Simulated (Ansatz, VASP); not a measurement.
## One calculation of C, two programs

```xyz
2
Lattice="0.0198 1.7788 1.7788 1.7788 0.0198 1.7788 1.7788 1.7788 0.0198" Properties=species:S:1:pos:R:3 pbc="T T T"
C     0.0005    0.0005    0.0005
C     0.8938    0.8938    0.8938
```

Change from the starting cell: strained cell.

Alike in both runs: functional PBE; k mesh 9 × 9 × 9; occupations gaussian, width 0.02 eV; no spin polarisation.

Ansatz relaxed the structure, and its values are those at the end. VASP's run is a single point on that final structure, the one shown.

|  | VASP | Ansatz |
| --- | --- | --- |
| version | VASP 6.6.1 | Ansatz 0.2.0 |
| potentials or method | VASP PAW PBE potentials, release 64 (C), cutoff 600 eV | scalar-relativistic, plane waves, PAW |
| valence electrons in the cell | 8 | 8 |

Ansatz gave:

- gap on the k mesh at the Fermi level (eV): 4.19
- least direct gap on the mesh (eV): 5.30
- pressure (GPa): 13.2

Question: Which values does VASP return?

Answer: gap on the k mesh at the Fermi level (eV): 4.18; least direct gap on the mesh (eV): 5.30; pressure (GPa): 13.2.

Ansatz's warnings: stress scf threshold loose.
